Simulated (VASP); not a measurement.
# SiC (rocksalt type) (Fm-3m) in VASP: a series of runs, part 2 of 2

VASP 6.6.1.

## Step 4: Electric field gradients, PBE (volume scaled by 1.04)

Input file INCAR:

```
SYSTEM = SiC
ALGO     = Normal         ! electronic algorithm
EDIFF    = 1E-8           ! SCF threshold, eV
ENCUT    = 520            ! plane-wave cutoff, eV
GGA      = PE             ! functional
ISIF     = 2              ! what is computed and relaxed
ISMEAR   = -1             ! smearing method
LASPH    = .TRUE.         ! aspherical terms in the spheres
LCHARG   = .FALSE.        ! write CHGCAR
LEFG     = .TRUE.       
LREAL    = .FALSE.        ! projectors in reciprocal space
LWAVE    = .FALSE.        ! write WAVECAR
NBANDS   = 11             ! bands
NELM     = 60             ! most SCF steps
PREC     = Accurate       ! precision mode
SIGMA    = 0.05           ! smearing width, eV
```

Input file KPOINTS:

```
k-points
0
G
  13 13 13
  0 0 0
```

Input file POSCAR:

```
SiC
1.0
    0.0000000000      2.0563778596      2.0563778596
    2.0563778596      0.0000000000      2.0563778596
    2.0563778596      2.0563778596      0.0000000000
Si C
1 1
Direct
    0.0000000000      0.0000000000      0.0000000000
    0.5000000000      0.5000000000      0.5000000000
```

Potentials or basis: VASP PAW PBE potentials, release 64 (Si, C).

Started as:

```
cat potpaw_PBE.64/Si/POTCAR potpaw_PBE.64/C/POTCAR > POTCAR
mpirun -np 1 vasp_std > vasp.out
```

OUTCAR:

```text
SYSTEM = SiC
   EDIFF = 1E-8
   ENCUT = 520
   GGA = PE
   ISIF = 2
   ISMEAR = -1
   LASPH = .TRUE.
   LREAL = .FALSE.
   NELM = 60
   PREC = Accurate

 ion  position               nearest neighbor table
   1  0.000  0.000  0.000-   2 2.06   2 2.06   2 2.06   2 2.06   2 2.06   2 2.06
   2  0.500  0.500  0.500-   1 2.06   1 2.06   1 2.06   1 2.06   1 2.06   1 2.06

  LATTYP: Found a face centered cubic cell.
 ALAT       =     4.1127557192

  Lattice vectors:

 A1 = (   0.0000000000,   2.0563778596,   2.0563778596)
 A2 = (   2.0563778596,   0.0000000000,   2.0563778596)
 A3 = (   2.0563778596,   2.0563778596,   0.0000000000)

Analysis of symmetry for initial positions (statically):
=====================================================================
 Subroutine PRICEL returns:
 Original cell was already a primitive cell.

 Routine SETGRP: Setting up the symmetry group for a
 face centered cubic supercell.

 Subroutine GETGRP returns: Found 48 space group operations
 (whereof 48 operations were pure point group operations)
 out of a pool of 48 trial point group operations.

The static configuration has the point symmetry O_h .

Analysis of symmetry for dynamics (positions and initial velocities):
=====================================================================
 Subroutine PRICEL returns:
 Original cell was already a primitive cell.

 Routine SETGRP: Setting up the symmetry group for a
 face centered cubic supercell.

 Subroutine GETGRP returns: Found 48 space group operations
 (whereof 48 operations were pure point group operations)
 out of a pool of 48 trial point group operations.

[... 481 lines left out ...]
      3       8.8932      2.00000
      4       9.5841      2.00000
      5      14.6686      0.00000
      6      19.0310      0.00000
      7      19.2199      0.00000
      8      22.9594      0.00000
      9      23.6205      0.00000
     10      27.9639      0.00000
     11      29.8325      0.00000

 [... further k-points ...]

------------------------ aborting loop because EDIFF is reached ----------------------------------------

  FORCE on cell =-STRESS in cart. coord.  units (eV):
  Direction    XX          YY          ZZ          XY          YZ          ZX
  --------------------------------------------------------------------------------------
  -------------------------------------------------------------------------------------
  Total       -0.9868093     -0.9868093     -0.9868093     -0.0000000      0.0000000     -0.0000000
  in kB      -90.9086204    -90.9086204    -90.9086204     -0.0000000      0.0000000     -0.0000000
  external PRESSURE =     -90.9086204 kB  Pullay stress =       0.0000000 kB

 VOLUME and BASIS-vectors are now :
 -----------------------------------------------------------------------------
  energy-cutoff  :      520.00
  volume of cell :       17.39
      direct lattice vectors                 reciprocal lattice vectors
     0.000000000  2.056377860  2.056377860    -0.243145975  0.243145975  0.243145975
     2.056377860  0.000000000  2.056377860     0.243145975 -0.243145975  0.243145975
     2.056377860  2.056377860  0.000000000     0.243145975  0.243145975 -0.243145975

 POSITION                                       TOTAL-FORCE (eV/Angst)
 -----------------------------------------------------------------------------------
      0.00000      0.00000      0.00000        -0.000000     -0.000000     -0.000000
      2.05638      2.05638      2.05638         0.000000      0.000000      0.000000
 -----------------------------------------------------------------------------------
    total drift:                               -0.000000     -0.000000      0.000000

  FREE ENERGIE OF THE ION-ELECTRON SYSTEM (eV)
  ---------------------------------------------------
  free  energy   TOTEN  =       -13.5588720214 eV

  energy  without entropy=      -13.5565482768  energy(sigma->0) =      -13.55771015

 Electric field gradients (V/A^2)
---------------------------------------------------------------------
 ion       V_xx      V_yy      V_zz      V_xy      V_xz      V_yz
---------------------------------------------------------------------
   1      -0.000     0.000    -0.000    -0.000    -0.000    -0.000
   2       0.000     0.000     0.000    -0.000    -0.000    -0.000
---------------------------------------------------------------------

 Electric field gradients after diagonalization (V/A^2)
 (convention: |V_zz| > |V_xx| > |V_yy|)
----------------------------------------------------------------------
 ion       V_xx      V_yy      V_zz     asymmetry (V_yy - V_xx)/ V_zz
----------------------------------------------------------------------
   1       0.000     0.000    -0.000       0.000
   2       0.000     0.000    -0.001       0.000
----------------------------------------------------------------------

           NMR quadrupolar parameters

 Cq : quadrupolar parameter    Cq=e*Q*V_zz/h
 eta: asymmetry parameters     (V_yy - V_xx)/ V_zz
 Q  : nuclear electric quadrupole moment in mb (millibarn)
----------------------------------------------------------------------
 ion       Cq(MHz)       eta       Q (mb)
----------------------------------------------------------------------
   1      -0.000       0.000       1.000
   2      -0.000       0.000       1.000
----------------------------------------------------------------------
```

OSZICAR:

```text
N       E                     dE             d eps       ncg     rms          rms(c)
DAV:   1     0.138206407823E+01    0.13821E+01   -0.40937E+03  1984   0.626E+02
DAV:   2    -0.144381204740E+02   -0.15820E+02   -0.14593E+02  2300   0.101E+02
DAV:   3    -0.148867083515E+02   -0.44859E+00   -0.44700E+00  2237   0.132E+01
DAV:   4    -0.148878689186E+02   -0.11606E-02   -0.11605E-02  2083   0.808E-01
DAV:   5    -0.148878720375E+02   -0.31189E-05   -0.31188E-05  2200   0.383E-02    0.774E+00
DAV:   6    -0.135666079531E+02    0.13213E+01   -0.48767E+00  1977   0.979E+00    0.316E+00
DAV:   7    -0.135581082452E+02    0.84997E-02   -0.25844E-01  2121   0.303E+00    0.138E+00
DAV:   8    -0.135585680381E+02   -0.45979E-03   -0.49340E-03  1932   0.524E-01    0.296E-01
DAV:   9    -0.135588467746E+02   -0.27874E-03   -0.64978E-04  2131   0.188E-01    0.119E-01
DAV:  10    -0.135588748022E+02   -0.28028E-04   -0.58521E-05  2093   0.501E-02    0.142E-02
DAV:  11    -0.135588721892E+02    0.26130E-05   -0.16828E-05  2084   0.189E-02    0.203E-03
DAV:  12    -0.135588720475E+02    0.14168E-06   -0.41577E-07  2063   0.485E-03    0.111E-03
DAV:  13    -0.135588720282E+02    0.19359E-07   -0.13548E-08  1295   0.635E-04    0.386E-04
DAV:  14    -0.135588720214E+02    0.67379E-08   -0.13156E-09  1053   0.259E-04
   1 F= -.13558872E+02 E0= -.13557710E+02  d E =-.232374E-02
```

stdout:

```text
POSCAR found type information on POSCAR SiC
 POSCAR found :  2 types and       2 ions
 scaLAPACK will be used
 LDA part: xc-table for (Slater+PW92), standard interpolation
 POSCAR, INCAR and KPOINTS ok, starting setup
 FFT: planning ... GRIDC
 FFT: planning ... GRID_SOFT
 FFT: planning ... GRID
 WAVECAR not read
 entering main loop
ion   1

ion   2
```

Wall time 37 s (1 thread of AMD EPYC 7R13, shared host); peak memory 0.11 GiB.

Results:

| Quantity | Value |
| --- | --- |
| Free energy | -13.5589 eV |
| Pressure | -9.1 GPa |
| Band gap on the k mesh | zero (band 4 reaches 11.76 eV, above the bottom of band 5 at 10.52 eV) |

Caveat: the cell differs from its parent crystal (volume scaled by 1.04); without QUAD_EFG the Cq values of the log hold for a quadrupole moment of 1 mb, not for the nuclei.

## Step 5: Density of states, PBE

This run uses another cell than the first one, of 8.36 Å³/atom, 1.020 times its volume.

Input file POSCAR:

```
SiC
1.0
    0.0000000000      2.0296686305      2.0296686305
    2.0296686305      0.0000000000      2.0296686305
    2.0296686305      2.0296686305      0.0000000000
Si C
1 1
Direct
    0.0000000000      0.0000000000      0.0000000000
    0.5000000000      0.5000000000      0.5000000000
```

Input file INCAR.step1:

```
PREC = Accurate ; ENCUT = 520
EDIFF = 1E-6 ; ISMEAR = -1
SIGMA = 0.05 ; LREAL = False
LASPH = True ; NELM = 60
ALGO = Normal ; ISIF = 2
LWAVE = False ; LCHARG = True
GGA = PE ; NBANDS = 11
```

Input file KPOINTS.step1:

```
regular mesh
0
Gamma
  13 13 13
```

Input file INCAR.step2:

```
PREC = Accurate ; ENCUT = 520
EDIFF = 1E-6 ; ISMEAR = -5
SIGMA = 0.05 ; LREAL = False
LASPH = True ; NELM = 60
ALGO = Normal ; ISIF = 2
LWAVE = False ; LCHARG = False
GGA = PE ; LORBIT = 11
NEDOS = 1001 ; ICHARG = 11
```

Input file KPOINTS.step2:

```
regular mesh
0
Gamma
  20 20 20
```

Started as:

```
cat potpaw_PBE.64/Si/POTCAR potpaw_PBE.64/C/POTCAR > POTCAR
cp INCAR.step1 INCAR
cp KPOINTS.step1 KPOINTS
mpirun -np 1 vasp_std > vasp.out
cp INCAR.step2 INCAR
cp KPOINTS.step2 KPOINTS
mpirun -np 1 vasp_std > vasp.out
```

Run time: 78 s. Hardware: 1 thread of AMD EPYC 7R13, shared host; peak memory 0.12 GiB.

The run converged. Its results:

```
Valence electrons inside the program's atomic spheres : Si 1.49; C 2.53
```

Levels at points of the mesh, in eV from the Fermi level:
| k point | band 1 | band 2 | band 3 | band 4 | band 5 | band 6 | band 7 | band 8 |
| --- | --- | --- | --- | --- | --- | --- | --- | --- |
| (0.00, 0.00, 0.00) | -18.29 | 0.09 | 0.09 | 0.09 | 7.42 | 9.03 | 9.03 | 9.03 |
| (0.50, 0.00, 0.00) | -13.15 | -11.39 | -0.95 | -0.95 | 5.31 | 5.31 | 5.95 | 9.60 |
| (0.50, 0.50, 0.00) | -11.40 | -9.65 | -4.19 | -4.19 | -0.90 | 2.66 | 14.81 | 14.86 |

Caveat: tetrahedron occupations give inexact forces and stress in metals.

## Step 6: The runs side by side

| task | cell | k mesh for the DOS | occupations for the DOS | gap on the mesh (eV) | pressure (GPa) |
| --- | --- | --- | --- | --- | --- |
| electric field gradients | a = 2.851 Å, angles 60.0°, 2 atoms | - | - | none | 5.2 |
| electric field gradients | a = 2.889 Å, angles 60.0°, 2 atoms | - | - | none | -4.7 |
| electric field gradients | a = 2.908 Å, angles 60.0°, 2 atoms | - | - | none | -9.1 |
| density of states | a = 2.870 Å, angles 60.0°, 2 atoms | 20 × 20 × 20 | tetrahedron | - | - |

Alike in all rows: level PBE; potentials or basis VASP PAW PBE potentials, release 64 (Si, C); no spin polarisation; k mesh 13 × 13 × 13; cutoff (eV) 520; smearing fermi-dirac 0.05 eV.

Caveats: tetrahedron occupations give inexact forces and stress in metals (some runs).

Absolute energies hang on the potentials; compare differences alone.
